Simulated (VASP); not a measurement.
# Be (P6_3/mmc) in VASP: a series of runs

The runs below take Be through single point, relaxation of cell and atoms, with LDA.

All numbers are computed with VASP 6.6.1; they aren't measurements. Logs are shortened: lines on timing, memory, paths and dates and some standing lists are left out, and cuts for length are marked.

**1. The cell of the first run**

The structure is hexagonal, space group P6_3/mmc (No. 194). Conventional cell: a = 2.231 Å, b = 2.231 Å, c = 3.505 Å, α = 90.00°, β = 90.00°, γ = 120.00°. Within 2.9 Å of Be (site symmetry -6m2) lie 12 Be at 2.17 to 2.23 Å.

**2. Single point, LDA**

Contents of INCAR:

```
ALGO = Normal ; EDIFF = 1E-6
ENCUT = 520 ; GGA = CA
ISIF = 2 ; ISMEAR = 0
LASPH = T ; LCHARG = F
LREAL = F ; LWAVE = F
NBANDS = 9 ; NELM = 100
PREC = Accurate ; SIGMA = 0.05
```

Contents of KPOINTS:

```
k-points
0
Gamma
  20 20 12
```

Contents of POSCAR:

```
Be
1.0
    2.2312138657      0.0000000000      0.0000000000
   -1.1156069328      1.9322878890      0.0000000000
    0.0000000000      0.0000000000      3.5047890132
Be
2
Direct
    0.3333333333      0.6666666667      0.7500000000
    0.6666666667      0.3333333333      0.2500000000
```

Potentials or basis: VASP PAW LDA potentials, release 64 (Be).

Run with:

```sh
cat potpaw_LDA.64/Be/POTCAR > POTCAR
mpirun -np 1 vasp_std > vasp.out
```

OUTCAR:

```text
EDIFF = 1E-6
   ENCUT = 520
   GGA = CA
   ISIF = 2
   ISMEAR = 0
   LASPH = T
   LREAL = F
   NELM = 100
   PREC = Accurate

 ion  position               nearest neighbor table
   1  0.333  0.667  0.750-   2 2.17   2 2.17   2 2.17   2 2.17   2 2.17   2 2.17
   2  0.667  0.333  0.250-   1 2.17   1 2.17   1 2.17   1 2.17   1 2.17   1 2.17

  LATTYP: Found a hexagonal cell.
 ALAT       =     2.2312138657
 C/A-ratio  =     1.5707992260

  Lattice vectors:

 A1 = (   2.2312138657,   0.0000000000,   0.0000000000)
 A2 = (  -1.1156069328,   1.9322878890,   0.0000000000)
 A3 = (   0.0000000000,   0.0000000000,   3.5047890132)

Analysis of symmetry for initial positions (statically):
=====================================================================
 Subroutine PRICEL returns:
 Original cell was already a primitive cell.

 Routine SETGRP: Setting up the symmetry group for a
 hexagonal supercell.

 Subroutine GETGRP returns: Found 24 space group operations
 (whereof 12 operations were pure point group operations)
 out of a pool of 24 trial point group operations.

The static configuration has the point symmetry D_3d.
 The point group associated with its full space group is D_6h.

Analysis of symmetry for dynamics (positions and initial velocities):
=====================================================================
 Subroutine PRICEL returns:
 Original cell was already a primitive cell.

 Routine SETGRP: Setting up the symmetry group for a
 hexagonal supercell.

 Subroutine GETGRP returns: Found 24 space group operations
 (whereof 12 operations were pure point group operations)
 out of a pool of 24 trial point group operations.

The dynamic configuration has the point symmetry D_3d.
 The point group associated with its full space group is D_6h.

 Subroutine INISYM returns: Found 24 space group operations
 (whereof 12 operations are pure point group operations),
 and found     1 'primitive' translations

----------------------------------------------------------------------------------------

                                     Primitive cell

  volume of cell :      15.1104

  direct lattice vectors                    reciprocal lattice vectors
     2.231213866  0.000000000  0.000000000     0.448186530  0.258760614  0.000000000
    -1.115606933  1.932287889  0.000000000     0.000000000  0.517521227  0.000000000
     0.000000000  0.000000000  3.504789013     0.000000000  0.000000000  0.285323880

  length of vectors
     2.231213866  2.231213866  3.504789013     0.517521227  0.517521227  0.285323880

  position of ions in fractional coordinates (direct lattice)
     0.333333333  0.666666667  0.750000000
     0.666666667  0.333333333  0.250000000

  ion indices of the primitive-cell ions
   primitive index   ion index
                 1           1
                 2           2

----------------------------------------------------------------------------------------

 KPOINTS: k-points

Automatic generation of k-mesh.
 Grid dimensions read from file:
 generate k-points for:   20   20   12

 Generating k-lattice:

  Cartesian coordinates                     Fractional coordinates (reciprocal lattice)
     0.022409326  0.012938031  0.000000000     0.050000000 -0.000000000  0.000000000
     0.000000000  0.025876061  0.000000000     0.000000000  0.050000000  0.000000000
     0.000000000  0.000000000  0.023776990     0.000000000  0.000000000  0.083333333

  Length of vectors
     0.025876061  0.025876061  0.023776990

  Shift w.r.t. Gamma in fractional coordinates (k-lattice)
     0.000000000  0.000000000  0.000000000

 Subroutine IBZKPT returns following result:
 ===========================================

 Found    308 irreducible k-points:

 Following reciprocal coordinates:
            Coordinates               Weight
  0.000000  0.000000  0.000000      1.000000
  0.050000 -0.000000  0.000000      6.000000
  0.100000 -0.000000  0.000000      6.000000
  0.150000 -0.000000  0.000000      6.000000
  0.200000 -0.000000  0.000000      6.000000
  0.250000 -0.000000  0.000000      6.000000
[... 16 lines left out ...]
  0.200000  0.100000  0.000000     12.000000
  0.250000  0.100000  0.000000     12.000000
 [... further k-points ...]
   k-points           NKPTS =    308   k-points in BZ     NKDIM =    308   number of bands    NBANDS=      9
   number of dos      NEDOS =    301   number of ions     NIONS =      2
   total plane-waves  NPLWV =   9072
   dimension x,y,z NGX =    18 NGY =   18 NGZ =   28
   dimension x,y,z NGXF=    36 NGYF=   36 NGZF=   56
   ions per type =               2
   NGX,Y,Z   is equivalent  to a cutoff of  13.41, 13.41, 13.28 a.u.
   NGXF,Y,Z  is equivalent  to a cutoff of  26.82, 26.82, 26.56 a.u.
 SYSTEM =  unknown system
   PREC   = accura    normal or accurate (medium, high low for compatibility)
   ISTART =      0    job   : 0-new  1-cont  2-samecut
   ICHARG =      2    charge: 1-file 2-atom 10-const
   ISPIN  =      1    spin polarized calculation?
   LNONCOLLINEAR =      F non collinear calculations
   LSORBIT =      F    spin-orbit coupling
   LASPH  =      T    aspherical Exc in radial PAW
   ENCUT  =  520.0 eV  38.22 Ry    6.18 a.u.   4.15  4.15  6.52*2*pi/ulx,y,z
   NELM   =    100;   NELMIN=  2; NELMDL= -5     # of ELM steps
   EDIFF  = 0.1E-05   stopping-criterion for ELM
   LREAL  =      F    real-space projection
   EDIFFG = 0.1E-04   stopping-criterion for IOM
   NSW    =      0    number of steps for IOM
   IBRION =     -1    ionic relax: 0-MD 1-quasi-New 2-CG
   NFREE  =      0    steps in history (QN), initial steepest desc. (CG)
   ISIF   =      2    stress and relaxation
   ISYM   =      2    0-nonsym 1-usesym 2-fastsym
   POTIM  = 0.5000    time-step for ionic-motion
   TEBEG  =    0.0;   TEEND  =   0.0 temperature during run
   PSTRESS=    0.0 pullay stress
   NELECT =       4.0000    total number of electrons
   NUPDOWN=      -1.0000    fix difference up-down
   EMIN   =  10.00;   EMAX   =-10.00  energy-range for DOS
   EFERMI =   0.00;   METHOD = LEGACY
   ISMEAR =     0;   SIGMA  =   0.05  broadening in eV -4-tet -1-fermi 0-gaus
   EFERMI_NEDOS =   21; number of points for ismear=-14 and -15
   IALGO  =     38    algorithm
   IMIX   =      4    mixing-type and parameters
     AMIX     =   0.40;   BMIX     =  1.00
     AMIX_MAG =   1.60;   BMIX_MAG =  1.00
  volume/ion in A,a.u.               =       7.56        50.98
  Fermi-wavevector in a.u.,A,eV,Ry     =   1.051162  1.986409 15.033657  1.104943
  Thomas-Fermi vector in A             =   2.186195
   LORBIT       =      0    0 simple, 1 ext, 2 COOP (PROOUT), +10 PAW based schemes
   GGA     = CA    functional components
   LHFCALC =     F    Hartree Fock is set to
   AEXX    =    0.0000 exact exchange contribution
   IVDW    =     0    specifies the selected vdW correction
   LEPSILON=     F    determine dielectric tensor
   LRPA    =     F    only Hartree local field effects (RPA)
 non-spin polarized calculation
 Gauss-broadening in eV      SIGMA  =   0.05
  energy-cutoff  :      520.00
  volume of cell :       15.11
 maximum number of plane-waves:       424
 NGX is ok and might be reduce to    18
   NGX =  9   NGY =  9   NGZ = 13

 number of electron       4.0000000 magnetization

 Free energy of the ion-electron system (eV)
  ---------------------------------------------------
  ext. energy  EPLUGINS =         0.00000000
  ---------------------------------------------------
  free energy    TOTEN  =        -8.41895915 eV

  energy without entropy =       -8.41862000  energy(sigma->0) =       -8.41878958

 E-fermi :   7.0371     XC(G=0): -10.7715

 val. band max:        7.0310833145   @ k =   0.3500   0.3000   0.4167
 cond. band min:       7.0372284455   @ k =   0.2500   0.2000   0.0833
 fundamental gap:      0.0061451310
 Fermi energy:         7.0371091223

 k-point     1 :       0.0000    0.0000    0.0000
  band No.  band energies     occupation
      1      -4.3030      2.00000
      2       2.5618      2.00000
      3       8.5739      0.00000
      4      23.3992      0.00000
      5      23.3992      0.00000
      6      26.3392      0.00000
      7      26.3392      0.00000
      8      28.5240      0.00000
      9      35.1026      0.00000

 k-point     2 :       0.0500   -0.0000    0.0000
  band No.  band energies     occupation
      1      -4.2314      2.00000
      2       2.6585      2.00000
      3       8.5885      0.00000
      4      22.8084      0.00000
      5      22.9320      0.00000
      6      26.3571      0.00000
      7      26.5898      0.00000
      8      28.3852      0.00000
      9      33.7434      0.00000

 k-point     3 :       0.1000   -0.0000    0.0000
  band No.  band energies     occupation
      1      -4.0164      2.00000
      2       2.9486      2.00000
      3       8.6283      0.00000
      4      21.3108      0.00000
      5      21.9454      0.00000
      6      26.3539      0.00000
      7      26.8958      0.00000
      8      27.9148      0.00000
      9      31.7938      0.00000

 k-point     4 :       0.1500   -0.0000    0.0000
  band No.  band energies     occupation
      1      -3.6576      2.00000
      2       3.4313      2.00000
      3       8.6775      0.00000
      4      19.3838      0.00000
      5      20.8545      0.00000
      6      26.2079      0.00000
      7      26.8654      0.00000
      8      26.9693      0.00000
      9      29.7892      0.00000
[... 205 lines left out ...]
 k-point    22 :       0.1500    0.1000    0.0000
  band No.  band energies     occupation
      1      -2.9381      2.00000
      2       4.3930      2.00000
      3       8.7412      0.00000
      4      16.9658      0.00000
      5      18.5912      0.00000
      6      25.1069      0.00000
      7      25.5239      0.00000
      8      25.8866      0.00000
      9      30.1527      0.00000

 k-point    23 :       0.2000    0.1000    0.0000
  band No.  band energies     occupation
      1      -2.2898      2.00000
      2       5.2536      2.00000
      3       8.6747      0.00000
      4      15.1531      0.00000
      5      17.6507      0.00000
      6      23.3063      0.00000
      7      24.3387      0.00000
      8      25.3853      0.00000
      9      29.6099      0.00000

 k-point    24 :       0.2500    0.1000    0.0000
  band No.  band energies     occupation
      1      -1.4987      2.00000
      2       6.2969      2.00000
      3       8.3345      0.00000
      4      13.7449      0.00000
      5      16.8021      0.00000
      6      21.2160      0.00000
      7      23.0038      0.00000
      8      24.9047      0.00000
      9      28.7872      0.00000

 [... further k-points ...]
[... 5 lines left out ...]
  --------------------------------------------------------------------------------------
  -------------------------------------------------------------------------------------
  Total        0.0389751      0.0389751      0.0421766      0.0000000     -0.0000000      0.0000000
  in kB        4.1326008      4.1326008      4.4720548      0.0000000     -0.0000000      0.0000000
  external PRESSURE =       4.2457521 kB  Pullay stress =       0.0000000 kB

 VOLUME and BASIS-vectors are now :
 -----------------------------------------------------------------------------
  energy-cutoff  :      520.00
  volume of cell :       15.11
      direct lattice vectors                 reciprocal lattice vectors
     2.231213866  0.000000000  0.000000000     0.448186530  0.258760614  0.000000000
    -1.115606933  1.932287889  0.000000000     0.000000000  0.517521227  0.000000000
     0.000000000  0.000000000  3.504789013     0.000000000  0.000000000  0.285323880

 POSITION                                       TOTAL-FORCE (eV/Angst)
 -----------------------------------------------------------------------------------
     -0.00000      1.28819      2.62859         0.000000     -0.000000      0.000000
      1.11561      0.64410      0.87620         0.000000      0.000000      0.000000
 -----------------------------------------------------------------------------------
    total drift:                                0.000000     -0.000000      0.000000

  FREE ENERGIE OF THE ION-ELECTRON SYSTEM (eV)
  ---------------------------------------------------
  free  energy   TOTEN  =        -8.4189591499 eV

  energy  without entropy=       -8.4186200045  energy(sigma->0) =       -8.41878958
```

It took 22 s on 1 thread of Intel Xeon Platinum 8259CL at 2.50GHz (Skylake/Cascade Lake), shared host; peak memory 0.14 GiB.

What came out:

```yaml
Free_energy: -8.4190 eV
Pressure: 0.4 GPa
Band_gap_on_the_k_mesh: zero (bands 2 and 3 overlap by 1.44 eV)
```

Levels at points of the mesh, in eV from the Fermi level:
```tsv
k point	band 1	band 2	band 3	band 4	band 5	band 6
(0.00, 0.00, 0.00)	-11.34	-4.48	1.54	16.36	16.36	19.30
(0.50, 0.00, 0.00)	-5.05	-3.02	3.79	6.78	7.20	9.65
(0.00, 0.00, 0.50)	-9.17	-9.17	11.23	11.23	18.05	18.05
(0.50, 0.00, 0.50)	-3.66	-3.66	1.91	1.91	12.34	12.34
```

**3. Single point, LDA**

Contents of INCAR:

```
PREC = Accurate
ENCUT = 520
EDIFF = 1E-7
ISMEAR = 0
SIGMA = 0.05
LREAL = False
LASPH = True
NELM = 80
ALGO = Normal
ISIF = 2
LWAVE = False
LCHARG = False
NBANDS = 9
```

Contents of KPOINTS:

```
Automatic mesh
0
Gamma
  20 20 12
```

POSCAR is that of step 2.

Potentials or basis: VASP PAW LDA potentials, release 64 (Be).

Run with:

```sh
cat potpaw_LDA.64/Be/POTCAR > POTCAR
mpirun -np 1 vasp_std > vasp.out
```

It took 22 s on 1 thread of Intel Xeon Platinum 8259CL at 2.50GHz (Skylake/Cascade Lake), shared host; peak memory 0.14 GiB.

Results (log left out):

```
Free energy            : -8.4190 eV
Pressure               : 0.4 GPa
Band gap on the k mesh : zero (bands 2 and 3 overlap by 1.44 eV)
```

Levels at points of the mesh, in eV from the Fermi level:
| k point | band 1 | band 2 | band 3 | band 4 | band 5 | band 6 | band 7 |
| --- | --- | --- | --- | --- | --- | --- | --- |
| (0.00, 0.00, 0.00) | -11.34 | -4.48 | 1.54 | 16.36 | 16.36 | 19.30 | 19.30 |
| (0.50, 0.00, 0.00) | -5.05 | -3.02 | 3.79 | 6.78 | 7.20 | 9.65 | 10.69 |
| (0.00, 0.00, 0.50) | -9.17 | -9.17 | 11.23 | 11.23 | 18.05 | 18.05 | 18.05 |
| (0.50, 0.00, 0.50) | -3.66 | -3.66 | 1.91 | 1.91 | 12.34 | 12.34 | 15.91 |

**4. Relaxation of cell and atoms, LDA**

This run uses another cell than the first one, of 8.15 Å³/atom.

Contents of INCAR:

```
SYSTEM = Be
  ALGO = Normal
  EDIFF = 1E-7
  EDIFFG = -0.01
  ENCUT = 600
  GGA = CA
  IBRION = 2
  ISIF = 3
  ISMEAR = 0
  LASPH = .True.
  LCHARG = .False.
  LREAL = .False.
  LWAVE = .False.
  NELM = 100
  NSW = 80
  PREC = Accurate
  SIGMA = 0.05
```

Contents of KPOINTS:

```
k-points
0
Gamma
  20 20 12
  0 0 0
```

Contents of POSCAR:

```
Be
1.0
    2.2900000000      0.0000000000      0.0000000000
   -1.1450000000      1.9831981747      0.0000000000
    0.0000000000      0.0000000000      3.5884300000
Be
2
Direct
    0.3333333333      0.6666666667      0.7500000000
    0.6666666667      0.3333333333      0.2500000000
```

Run with:

```sh
cat potpaw_LDA.64/Be/POTCAR > POTCAR
mpirun -np 1 vasp_std > vasp.out
```

Run time: 51 s. Hardware: 1 thread of Intel Xeon Platinum 8259CL at 2.50GHz (Skylake/Cascade Lake), shared host; peak memory 0.14 GiB.

The run converged. Its results:

- Free energy: -8.4191 eV
- Relaxed volume: 7.57 Å³/atom
- Relaxed cell: a = 2.233 Å, b = 2.233 Å, c = 3.507 Å, α = 90.00°, β = 90.00°, γ = 120.00°
- Space group after relaxing (to 0.1 Å): P6_3/mmc (No. 194)
- Energy gained by relaxing: 15.7 meV/atom
- Ionic steps: 6
- Pressure after relaxing: 0.2 GPa
- Band gap on the k mesh: zero (bands 2 and 3 overlap by 1.44 eV)

The path:
```tsv
step	energy change (eV)	largest force (eV/Å)	pressure (GPa)	volume (Å³)
1	0.0000	0.0000	-8.39	16.30
2	-0.0306	0.0000	-1.24	15.31
3	-0.0312	0.0000	-0.06	15.17
4	-0.0312	0.0000	0.14	15.15
5	-0.0313	0.0000	0.15	15.14
6	-0.0313	0.0000	0.16	15.14
```

Final structure:
```xyz
2
Lattice="2.2328 0.0000 0.0000 -1.1164 1.9337 0.0000 0.0000 0.0000 3.5069" Properties=species:S:1:pos:R:3 pbc="T T T"
Be    0.0000    1.2891    2.6302
Be    1.1164    0.6446    0.8767
```

Levels at points of the mesh, in eV from the Fermi level:
```tsv
k point	band 1	band 2	band 3	band 4	band 5
(0.00, 0.00, 0.00)	-11.33	-4.47	1.53	16.33	16.33
(0.50, 0.00, 0.00)	-5.05	-3.02	3.79	6.78	7.19
(0.00, 0.00, 0.50)	-9.16	-9.16	11.21	11.21	18.02
(0.50, 0.00, 0.50)	-3.66	-3.66	1.91	1.91	12.32
```
